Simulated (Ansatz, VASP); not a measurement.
## Au: VASP beside Ansatz

Contents of INCAR:

```
SYSTEM = Au
  PREC = Accurate
  ENCUT = 520
  EDIFF = 1E-7
  ISMEAR = -1
  SIGMA = 0.08
  LREAL = .False.
  LASPH = .True.
  NELM = 60
  ALGO = Normal
  ISIF = 2
  LWAVE = .False.
  LCHARG = .True.
  GGA = PS
  LELF = .True.
  LVHAR = .True.
  NBANDS = 12
```

File KPOINTS:

```
Automatic mesh
0
Gamma
  14 14 14
  0 0 0
```

POSCAR

```
Au
1.0
    2.6010694733      0.0000000000      0.0000000000
    0.0000000000      2.6010694733      0.0000000000
    0.0000000000      0.0000000000      2.6010694733
Au
1
Direct
    0.0000000000      0.0000000000      0.0000000000
```

Input for Ansatz:

```yaml
crystal:
  lattice:
    - [2.6010694733, 0.0, 0.0]
    - [0.0, 2.6010694733, 0.0]
    - [0.0, 0.0, 2.6010694733]
  atoms:
    - { symbol: Au, position: [0.0, 0.0, 0.0] }
kpoints:
  mp_grid: { grid: [14, 14, 14] }
scf:
  occupations: { method: fermi_dirac, width: 0.08 }
hamiltonian:
  xc: pbesol
  pseudopotentials: { kind: all_electron, lapw: { basis_error: 0.001 } }
output:
  forces: true
  stress: true
  eigenvalues: true
  populations: true
```

Change from the starting cell: volume scaled by 0.9, LAPW.

Alike in both runs: task single point; functional PBEsol; k mesh 14 × 14 × 14; occupations fermi-dirac, width 0.08 eV; no spin polarisation.

|  | VASP | Ansatz |
| --- | --- | --- |
| version | VASP 6.6.1 | Ansatz 0.2.0 |
| potentials or method | VASP PAW PBE potentials, release 64 (Au), cutoff 520 eV | all-electron LAPW, scalar-relativistic |

```tsv
	VASP	Ansatz	Ansatz less VASP
pressure (GPa)	18.4	18.7	+0.31
```

VASP's potentials were made for PBE, not for PBEsol. Ansatz ran all-electron here, and VASP with PAW potentials.

Neither program's run includes spin-orbit coupling.
